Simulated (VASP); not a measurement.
# C (Im-3m) in VASP: further runs

The runs below take C through relaxation of cell and atoms, with PBE.

Everything below comes from runs of VASP 6.6.1. Logs are shortened: lines on timing, memory, paths and dates and some standing lists are left out, and cuts for length are marked.

### Step 1. The cell of the first run

It takes space group Im-3m (No. 229, cubic). The conventional cell has a = 2.234 Å, b = 2.234 Å, c = 2.234 Å, α = 90.00°, β = 90.00°, γ = 90.00°. C (site symmetry m-3m) has 14 C at 1.93 to 2.23 Å within 2.6 Å.

### Step 2. Relaxation of cell and atoms, PBE, target pressure 49 GPa, at which the enthalpy is minimised

INCAR

```
PREC     = Accurate       # precision mode
ENCUT    = 600            # plane-wave cutoff, eV
EDIFF    = 1E-7           # SCF threshold, eV
ISMEAR   = -1             # smearing method
SIGMA    = 0.08           # smearing width, eV
LREAL    = F              # projectors in reciprocal space
LASPH    = T              # aspherical terms in the spheres
NELM     = 60             # most SCF steps
ALGO     = Normal         # electronic algorithm
ISIF     = 3              # what is computed and relaxed
LWAVE    = F              # write WAVECAR
LCHARG   = F              # write CHGCAR
GGA      = PE             # functional
IBRION   = 2              # ionic algorithm
NSW      = 32             # ionic steps
EDIFFG   = -0.005         # ionic threshold
PSTRESS  = 490.0
```

KPOINTS

```
Automatic mesh
0
Gamma
  24 24 24
```

POSCAR

```
C
1.0
   -1.1170263253      1.1170263253      1.1170263253
    1.1170263253     -1.1170263253      1.1170263253
    1.1170263253      1.1170263253     -1.1170263253
C
1
Direct
    0.0000000000      0.0000000000      0.0000000000
```

Potentials or basis: VASP PAW PBE potentials, release 64 (C).

Launch:

```console
$ cat potpaw_PBE.64/C/POTCAR > POTCAR
$ mpirun -np 1 vasp_std > vasp.out
```

OUTCAR:

```text
PREC = Accurate
   ENCUT = 600
   EDIFF = 1E-7
   ISMEAR = -1
   LREAL = F
   LASPH = T
   NELM = 60
   ISIF = 3
   GGA = PE
   IBRION = 2
   NSW = 32
   EDIFFG = -0.005
   PSTRESS = 490.0

 ion  position               nearest neighbor table
   1  0.000  0.000  0.000-

  LATTYP: Found a body centered cubic cell.
 ALAT       =     2.2340526506

  Lattice vectors:

 A1 = (  -1.1170263253,   1.1170263253,   1.1170263253)
 A2 = (   1.1170263253,  -1.1170263253,   1.1170263253)
 A3 = (   1.1170263253,   1.1170263253,  -1.1170263253)

Analysis of symmetry for initial positions (statically):
=====================================================================
 Subroutine PRICEL returns:
 Original cell was already a primitive cell.

 Routine SETGRP: Setting up the symmetry group for a
 body centered cubic supercell.

 Subroutine GETGRP returns: Found 48 space group operations
 (whereof 48 operations were pure point group operations)
 out of a pool of 48 trial point group operations.

The static configuration has the point symmetry O_h .

Analysis of symmetry for dynamics (positions and initial velocities):
=====================================================================
 Subroutine PRICEL returns:
 Original cell was already a primitive cell.

 Routine SETGRP: Setting up the symmetry group for a
 body centered cubic supercell.

 Subroutine GETGRP returns: Found 48 space group operations
 (whereof 48 operations were pure point group operations)
 out of a pool of 48 trial point group operations.

The dynamic configuration has the point symmetry O_h .

 Subroutine INISYM returns: Found 48 space group operations
 (whereof 48 operations are pure point group operations),
 and found     1 'primitive' translations

----------------------------------------------------------------------------------------

                                     Primitive cell

  volume of cell :       5.5751

  direct lattice vectors                    reciprocal lattice vectors
    -1.117026325  1.117026325  1.117026325     0.000000000  0.447617024  0.447617024
     1.117026325 -1.117026325  1.117026325     0.447617024  0.000000000  0.447617024
     1.117026325  1.117026325 -1.117026325     0.447617024  0.447617024  0.000000000

  length of vectors
     1.934746349  1.934746349  1.934746349     0.633026067  0.633026067  0.633026067

  position of ions in fractional coordinates (direct lattice)
     0.000000000  0.000000000  0.000000000

  ion indices of the primitive-cell ions
   primitive index   ion index
                 1           1

----------------------------------------------------------------------------------------

 KPOINTS: Automatic mesh

Automatic generation of k-mesh.
 Grid dimensions read from file:
 generate k-points for:   24   24   24

 Generating k-lattice:

  Cartesian coordinates                     Fractional coordinates (reciprocal lattice)
     0.000000000  0.018650709  0.018650709     0.041666667  0.000000000  0.000000000
     0.018650709  0.000000000  0.018650709     0.000000000  0.041666667  0.000000000
     0.018650709  0.018650709  0.000000000     0.000000000  0.000000000  0.041666667

  Length of vectors
     0.026376086  0.026376086  0.026376086

  Shift w.r.t. Gamma in fractional coordinates (k-lattice)
     0.000000000  0.000000000  0.000000000

 Subroutine IBZKPT returns following result:
 ===========================================

 Found    413 irreducible k-points:

 Following reciprocal coordinates:
            Coordinates               Weight
  0.000000  0.000000  0.000000      1.000000
  0.041667  0.000000  0.000000     12.000000
  0.083333  0.000000  0.000000     12.000000
  0.125000  0.000000  0.000000     12.000000
  0.166667  0.000000  0.000000     12.000000
  0.208333  0.000000  0.000000     12.000000
[... 16 lines left out ...]
  0.416667  0.041667  0.000000     48.000000
  0.458333  0.041667  0.000000     48.000000
 [... further k-points ...]
   k-points           NKPTS =    413   k-points in BZ     NKDIM =    413   number of bands    NBANDS=      6
   number of dos      NEDOS =    301   number of ions     NIONS =      1
   total plane-waves  NPLWV =   4096
   dimension x,y,z NGX =    16 NGY =   16 NGZ =   16
   dimension x,y,z NGXF=    32 NGYF=   32 NGZF=   32
   ions per type =               1
   NGX,Y,Z   is equivalent  to a cutoff of  13.75, 13.75, 13.75 a.u.
   NGXF,Y,Z  is equivalent  to a cutoff of  27.50, 27.50, 27.50 a.u.
 SYSTEM =  unknown system
   PREC   = accura    normal or accurate (medium, high low for compatibility)
   ISTART =      0    job   : 0-new  1-cont  2-samecut
   ICHARG =      2    charge: 1-file 2-atom 10-const
   ISPIN  =      1    spin polarized calculation?
   LNONCOLLINEAR =      F non collinear calculations
   LSORBIT =      F    spin-orbit coupling
   LASPH  =      T    aspherical Exc in radial PAW
   ENCUT  =  600.0 eV  44.10 Ry    6.64 a.u.   3.86  3.86  3.86*2*pi/ulx,y,z
   NELM   =     60;   NELMIN=  2; NELMDL= -5     # of ELM steps
   EDIFF  = 0.1E-06   stopping-criterion for ELM
   LREAL  =      F    real-space projection
   EDIFFG = -.5E-02   stopping-criterion for IOM
   NSW    =     32    number of steps for IOM
   IBRION =      2    ionic relax: 0-MD 1-quasi-New 2-CG
   NFREE  =      1    steps in history (QN), initial steepest desc. (CG)
   ISIF   =      3    stress and relaxation
   ISYM   =      2    0-nonsym 1-usesym 2-fastsym
   POTIM  = 0.5000    time-step for ionic-motion
   TEBEG  =    0.0;   TEEND  =   0.0 temperature during run
   PSTRESS=  490.0 pullay stress
   NELECT =       4.0000    total number of electrons
   NUPDOWN=      -1.0000    fix difference up-down
   EMIN   =  10.00;   EMAX   =-10.00  energy-range for DOS
   EFERMI =   0.00;   METHOD = LEGACY
   ISMEAR =    -1;   SIGMA  =   0.08  broadening in eV -4-tet -1-fermi 0-gaus
   EFERMI_NEDOS =   21; number of points for ismear=-14 and -15
   IALGO  =     38    algorithm
   IMIX   =      4    mixing-type and parameters
     AMIX     =   0.40;   BMIX     =  1.00
     AMIX_MAG =   1.60;   BMIX_MAG =  1.00
  volume/ion in A,a.u.               =       5.58        37.62
  Fermi-wavevector in a.u.,A,eV,Ry     =   1.465586  2.769557 29.224545  2.147943
  Thomas-Fermi vector in A             =   2.581426
   LORBIT       =      0    0 simple, 1 ext, 2 COOP (PROOUT), +10 PAW based schemes
   GGA     = PE    functional components
   LHFCALC =     F    Hartree Fock is set to
   AEXX    =    0.0000 exact exchange contribution
   IVDW    =     0    specifies the selected vdW correction
   LEPSILON=     F    determine dielectric tensor
   LRPA    =     F    only Hartree local field effects (RPA)
 conjugate gradient relaxation of ions
 non-spin polarized calculation
  energy-cutoff  :      600.00
  volume of cell :        5.58
 maximum number of plane-waves:       197
   NGX =  7   NGY =  7   NGZ =  7

 number of electron       4.0000000 magnetization

 Free energy of the ion-electron system (eV)
  ---------------------------------------------------
  ext. energy  EPLUGINS =         0.00000000
  ---------------------------------------------------
  free energy    TOTEN  =        -4.72998151 eV

  energy without entropy =       -4.72211211  energy(sigma->0) =       -4.72604681

 E-fermi :  11.2144     XC(G=0): -14.0243

 val. band max:       11.2135973719   @ k =  -0.2917   0.4167   0.1667
 cond. band min:      11.2158691746   @ k =   0.1667   0.1667   0.1667
 fundamental gap:      0.0022718027
 Fermi energy:        11.2144234294

 k-point     1 :       0.0000    0.0000    0.0000
  band No.  band energies     occupation
      1     -11.0395      2.00000
      2      22.0791      0.00000
      3      22.0791      0.00000
      4      22.0791      0.00000
      5      47.4530      0.00000
      6      47.4530      0.00000

 k-point     2 :       0.0417    0.0000    0.0000
  band No.  band energies     occupation
      1     -10.9524      2.00000
      2      21.8582      0.00000
      3      21.9390      0.00000
      4      22.0497      0.00000
      5      46.7414      0.00000
      6      46.7836      0.00000

 k-point     3 :       0.0833    0.0000    0.0000
  band No.  band energies     occupation
      1     -10.6907      2.00000
      2      21.1962      0.00000
      3      21.5434      0.00000
      4      21.9628      0.00000
      5      44.7589      0.00000
      6      45.2297      0.00000

 k-point     4 :       0.1250    0.0000    0.0000
  band No.  band energies     occupation
      1     -10.2549      2.00000
      2      20.1016      0.00000
      3      20.9548      0.00000
      4      21.8226      0.00000
      5      42.4682      0.00000
      6      43.5590      0.00000

 k-point     5 :       0.1667    0.0000    0.0000
  band No.  band energies     occupation
      1      -9.6455      2.00000
      2      18.6051      0.00000
      3      20.2502      0.00000
      4      21.6366      0.00000
      5      40.4937      0.00000
      6      41.9543      0.00000
[... 136 lines left out ...]
 k-point    21 :       0.3333    0.0417    0.0000
  band No.  band energies     occupation
      1      -4.7341      2.00000
      2       9.0517      2.00000
      3      17.0574      0.00000
      4      20.3885      0.00000
      5      36.2678      0.00000
      6      37.0317      0.00000

 k-point    22 :       0.3750    0.0417    0.0000
  band No.  band energies     occupation
      1      -3.2132      2.00000
      2       6.7893      2.00000
      3      16.6385      0.00000
      4      20.2012      0.00000
      5      35.9688      0.00000
      6      36.4708      0.00000

 k-point    23 :       0.4167    0.0417    0.0000
  band No.  band energies     occupation
      1      -1.5610      2.00000
      2       4.6234      2.00000
      3      16.3537      0.00000
      4      20.0687      0.00000
      5      35.7799      0.00000
      6      36.1079      0.00000

 k-point    24 :       0.4583    0.0417    0.0000
  band No.  band energies     occupation
      1       0.0919      2.00000
      2       2.7079      2.00000
      3      16.2097      0.00000
      4      20.0001      0.00000
      5      35.6790      0.00000
      6      35.9391      0.00000

 [... further k-points ...]

------------------------ aborting loop because EDIFF is reached ----------------------------------------

  FORCE on cell =-STRESS in cart. coord.  units (eV):
  Direction    XX          YY          ZZ          XY          YZ          ZX
  --------------------------------------------------------------------------------------
  -------------------------------------------------------------------------------------
  Total        1.7016026      1.7016026      1.7016026     -0.0000000     -0.0000000      0.0000000
  in kB      489.0108670    489.0108670    489.0108670     -0.0000000     -0.0000000      0.0000000
  external PRESSURE =      -0.9891330 kB  Pullay stress =     490.0000000 kB

 VOLUME and BASIS-vectors are now :
 -----------------------------------------------------------------------------
  energy-cutoff  :      600.00
  volume of cell :        5.58
      direct lattice vectors                 reciprocal lattice vectors
    -1.117026325  1.117026325  1.117026325     0.000000000  0.447617024  0.447617024
     1.117026325 -1.117026325  1.117026325     0.447617024  0.000000000  0.447617024
     1.117026325  1.117026325 -1.117026325     0.447617024  0.447617024  0.000000000

 POSITION                                       TOTAL-FORCE (eV/Angst)
 -----------------------------------------------------------------------------------
      0.00000      0.00000      0.00000        -0.000000      0.000000     -0.000000
 -----------------------------------------------------------------------------------
    total drift:                               -0.000000      0.000000      0.000000

  FREE ENERGIE OF THE ION-ELECTRON SYSTEM (eV)
  ---------------------------------------------------
  free  energy   TOTEN  =        -4.7299815148 eV

  energy  without entropy=       -4.7221121114  energy(sigma->0) =       -4.72604681

  enthalpy is  TOTEN    =        -3.0249370306 eV   P V=        1.7050444842

 reached required accuracy - stopping structural energy minimisation
```

Wall time 14 s (1 thread of AMD EPYC 7R13, shared host); peak memory 0.09 GiB.

Results:

| Item | Value |
| --- | --- |
| Free energy | -4.7300 eV |
| Pressure after relaxing | 48.9 GPa |
| Band gap on the k mesh | zero (bands 2 and 3 overlap by 16.29 eV) |

Final structure:
```xyz
1
Lattice="-1.1170 1.1170 1.1170 1.1170 -1.1170 1.1170 1.1170 1.1170 -1.1170" Properties=species:S:1:pos:R:3 pbc="T T T"
C     0.0000    0.0000    0.0000
```

Caveat: the cell is relaxed towards a set pressure, so the run minimises the enthalpy, not the energy.

### Step 3. Relaxation of cell and atoms, PBE, target pressure 49 GPa, at which the enthalpy is minimised

This run uses another cell than the first one, of 5.87 Å³/atom.

INCAR

```
SYSTEM = C
ALGO = Normal
EDIFF = 1E-6
EDIFFG = -0.005
ENCUT = 600
GGA = PE
IBRION = 2
ISIF = 3
ISMEAR = -1
LASPH = .TRUE.
LCHARG = .FALSE.
LREAL = .FALSE.
LWAVE = .FALSE.
NELM = 80
NSW = 60
PREC = Accurate
PSTRESS = 490.0
SIGMA = 0.08
```

KPOINTS

```
k-points
0
G
  24 24 24
  0 0 0
```

POSCAR

```
C
1.0
   -1.1364266374      1.1364266374      1.1364266374
    1.1364266374     -1.1364266374      1.1364266374
    1.1364266374      1.1364266374     -1.1364266374
C
1
Direct
    0.0000000000      0.0000000000      0.0000000000
```

Potentials or basis: VASP PAW PBE potentials, release 64 (C).

Launch:

```console
$ cat potpaw_PBE.64/C/POTCAR > POTCAR
$ mpirun -np 1 vasp_std > vasp.out
```

It took 30 s on 1 thread of AMD EPYC 7R13, shared host; peak memory 0.09 GiB.

Results (log left out):

* Free energy: -4.7305 eV
* Relaxed volume: 5.57 Å³/atom
* Relaxed cell: a = 1.935 Å, b = 1.935 Å, c = 1.935 Å, α = 109.47°, β = 109.47°, γ = 109.47°
* Space group after relaxing (to 0.1 Å): Im-3m (No. 229)
* Energy change on relaxing (the run minimises the enthalpy): +74.1 meV/atom
* Ionic steps: 3
* Pressure after relaxing: 48.9 GPa
* Band gap on the k mesh: zero (bands 2 and 3 overlap by 16.29 eV)

The path:
```
step  energy change (eV)  largest force (eV/Å)  pressure (GPa)  volume (Å³)
   1              0.0000                0.0000           31.64         5.87
   2              0.1544                0.0000           65.12         5.35
   3              0.0741                0.0000           48.91         5.57
```

Final structure:
```yaml
crystal:
  lattice:
    - [-1.11693, 1.11693, 1.11693]
    - [1.11693, -1.11693, 1.11693]
    - [1.11693, 1.11693, -1.11693]
  atoms:
    - { symbol: C, position: [0.00000, 0.00000, 0.00000] }
```

Levels at points of the mesh, in eV from the Fermi level:
```csv
k point,band 1,band 2,band 3,band 4,band 5
"(0.00, 0.00, 0.00)",-22.26,10.87,10.87,10.87,36.24
"(0.50, 0.00, 0.00)",-10.75,-9.03,5.18,9.01,24.34
"(0.50, 0.50, 0.50)",-2.05,-2.05,-2.05,2.88,12.02
```

Caveat: the cell is relaxed towards a set pressure, so the run minimises the enthalpy, not the energy.
